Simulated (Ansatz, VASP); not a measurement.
MnGa3 in VASP and in Ansatz

Contents of INCAR:

```
SYSTEM = MnGa3
ALGO = Fast
EDIFF = 1E-6
ENCUT = 520
GGA = PE
ISIF = 2
ISMEAR = 0
LASPH = .TRUE.
LCHARG = .FALSE.
LREAL = .FALSE.
LWAVE = .FALSE.
NBANDS = 34
NELM = 100
PREC = Accurate
SIGMA = 0.1
```

KPOINTS

```
k-points
0
G
  12 12 12
  0 0 0
```

POSCAR

```
MnGa3
1.0
    0.0000000000      3.3515069832      3.3515069832
    3.3515069832      0.0000000000      3.3515069832
    3.3515069832      3.3515069832      0.0000000000
Ga Mn
3 1
Direct
    0.2500000000      0.2500000000      0.2500000000
    0.7500000000      0.7500000000      0.7500000000
    0.5000000000      0.5000000000      0.5000000000
    0.0000000000      0.0000000000      0.0000000000
```

Input for Ansatz:

```yaml
crystal:
  lattice:
    - [0.0, 3.3515069832, 3.3515069832]
    - [3.3515069832, 0.0, 3.3515069832]
    - [3.3515069832, 3.3515069832, 0.0]
  atoms:
    - { symbol: Ga, position: [0.25, 0.25, 0.25] }
    - { symbol: Ga, position: [0.75, 0.75, 0.75] }
    - { symbol: Ga, position: [0.5, 0.5, 0.5] }
    - { symbol: Mn, position: [0.0, 0.0, 0.0] }
basis:
  ecutwfc: 420
kpoints:
  mp_grid: { grid: [12, 12, 12] }
hamiltonian:
  xc: pbe
scf:
  occupations: { method: gaussian, width: 0.1 }
  lower_state_search: "off"
output:
  forces: true
  stress: true
  eigenvalues: true
```

Alike in both runs: task single point; functional PBE; k mesh 12 × 12 × 12; occupations gaussian, width 0.1 eV; no spin polarisation.

|  | VASP | Ansatz |
| --- | --- | --- |
| version | VASP 6.6.1 | Ansatz 0.2.0 |
| potentials or method | VASP PAW PBE potentials, release 64 (Ga_d, Mn_pv), cutoff 520 eV | scalar-relativistic, plane waves, PAW |
| valence electrons in the cell | 52 | 54 |

Ansatz gave:

* gap on the k mesh at the Fermi level (eV): none
* pressure (GPa): -11.7

Q: What did VASP give for the same quantities?

A: gap on the k mesh at the Fermi level (eV): none; pressure (GPa): -11.6.

A gap of «none» marks a metal or a gap that the smearing closes. With one functional, cell and mesh, what is left measures potentials, basis and numerics. VASP's potentials hold 52 valence electrons a cell and Ansatz's 54, so a difference there can come from the potentials and not from the codes.
